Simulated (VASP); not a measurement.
Input of a VASP 6.6.1 run:

File INCAR:

```
  PREC = Accurate
  ENCUT = 520
  EDIFF = 1E-6
  ISMEAR = -1
  SIGMA = 0.05
  LREAL = False
  LASPH = True
  NELM = 60
  ALGO = Normal
  ISIF = 2
  LWAVE = False
  LCHARG = True
  GGA = PS
  LELF = True
  LVHAR = True
  NBANDS = 16
```

KPOINTS

```
Automatic mesh
0
Gamma
  8 8 8
```

POSCAR

```
CdS
1.0
    0.0000000000      2.6970395763      2.6970395763
    2.6970395763      0.0000000000      2.6970395763
    2.6970395763      2.6970395763      0.0000000000
Cd S
1 1
Direct
    0.0000000000      0.0000000000      0.0000000000
    0.5000000000      0.5000000000      0.5000000000
```

Potentials or basis: VASP PAW PBE potentials, release 64 (Cd, S).

Launch:

```console
$ cat potpaw_PBE.64/Cd/POTCAR potpaw_PBE.64/S/POTCAR > POTCAR
$ mpirun -np 1 vasp_std > vasp.out
```

(1) Predict the pressure.

## Answers

(1) 0.7 GPa.

Caveat: the PAW data sets were made with another functional, which shifts forces and pressure a little.
